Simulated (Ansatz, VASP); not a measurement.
Given: the input of a run of Ansatz 0.2.0 on Ga.

input.yaml

```yaml
crystal:
  lattice:
    - [2.71648, 0.0, 0.0]
    - [0.0, 2.71648, 0.0]
    - [0.0, 0.0, 2.71648]
  atoms:
    - { symbol: Ga, position: [0.0, 0.0, 0.0] }
hamiltonian:
  xc: pbe
  pseudopotentials: { kind: paw }
kpoints:
  mp_grid: { grid: [10, 10, 10] }
scf:
  occupations: { method: fermi_dirac, width: 0.05 }
output:
  forces: true
  stress: true
  eigenvalues: true
relax:
  f_tol: 0.01
  max_steps: 40
  cell: { stress_tol: 0.05 }
```

Potentials or basis: Ansatz PAW.

Command:

```console
$ ansatz run input.yaml --threads 2 --pin off --max-ram 5632MiB --backend cpu --events-out ev --progress --plain --runs-dir out
```

Task: Set up the same calculation for VASP 6.6.1. Potentials there: VASP PAW PBE potentials, release 64 (Ga_d).

Result: As run (the cutoff follows the program's own potentials):

File INCAR:

```
SYSTEM = Ga
PREC = Accurate
ENCUT = 600
EDIFF = 1E-7
ISMEAR = -1
SIGMA = 0.05
LREAL = .FALSE.
LASPH = .TRUE.
NELM = 100
ALGO = Normal
ISIF = 3
LWAVE = .FALSE.
LCHARG = .FALSE.
GGA = PE
IBRION = 2
NSW = 60
EDIFFG = -0.01
```

Contents of KPOINTS:

```
regular mesh
0
G
  10 10 10
  0 0 0
```

POSCAR

```
Ga
1.0
    2.7164800000      0.0000000000      0.0000000000
    0.0000000000      2.7164800000      0.0000000000
    0.0000000000      0.0000000000      2.7164800000
Ga
1
Direct
    0.0000000000      0.0000000000      0.0000000000
```

Potentials or basis: VASP PAW PBE potentials, release 64 (Ga_d).

Run with:

```sh
$ cat potpaw_PBE.64/Ga_d/POTCAR > POTCAR
$ mpirun -np 1 vasp_std > vasp.out
```

Both were run:

|  | VASP | Ansatz | Ansatz less VASP |
| --- | --- | --- | --- |
| gap on the k mesh at the Fermi level, each at its own relaxed structure (eV) | none | none | - |
| relaxed volume (Å³/atom) | 20.19 | 20.16 | -0.023 |
| relaxed cell length with the largest relative difference (Å) | 2.723 | 2.722 | -0.0010 |

A gap of «none» marks a metal or a gap that the smearing closes.

Noted on Ansatz's run: the plane-wave basis is chosen anew once the cell has moved, so the energies of steps on either side of that aren't comparable.
